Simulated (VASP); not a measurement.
Si:

```
Si
1.0
    -1.62691    1.62691    1.32033
     1.62691   -1.62691    1.32033
     1.62691    1.62691   -1.32033
Si
1
Direct
  0.00000 0.00000 0.00000
```

* Program: VASP 6.6.1
* Task: relaxation of cell and atoms
* Functional: PBE
* Dispersion: D4
* Potentials or basis: VASP PAW PBE potentials, release 64 (Si)
* Cutoff: 600 eV
* k mesh: 13 × 13 × 13
* Occupations: fermi-dirac, width 0.05 eV
* Spin: no spin polarisation

At the start: pressure -1.4 GPa; volume 13.98 Å³/atom.

Q: How do energy, volume and symmetry change on relaxing?

A: Over 10 steps the energy falls by 8.5 meV/atom and the volume is 13.82 Å³/atom (-1.2 %); space group I4/mmm (No. 139, to 0.05 Å).

Step by step:
```tsv
step	energy change (eV)	largest force (eV/Å)	pressure (GPa)	volume (Å³)
1	0.0000	0.0000	-1.41	13.98
2	-0.0039	0.0000	0.46	13.73
3	-0.0046	0.0000	1.41	13.62
4	-0.0067	0.0000	1.59	13.61
5	-0.0074	0.0000	1.68	13.61
6	-0.0074	0.0000	1.66	13.61
7	-0.0084	0.0000	0.44	13.76
8	-0.0085	0.0000	0.00	13.82
9	-0.0085	0.0000	0.02	13.81
10	-0.0085	0.0000	0.02	13.82
```

Final structure:
```yaml
crystal:
  lattice:
    - [-1.64436, 1.64436, 1.27737]
    - [1.64436, -1.64436, 1.27737]
    - [1.64436, 1.64436, -1.27737]
  atoms:
    - { symbol: Si, position: [0.00000, 0.00000, 0.00000] }
```

Caveat: pairwise dispersion overbinds metals, which lowers pressure and volume.
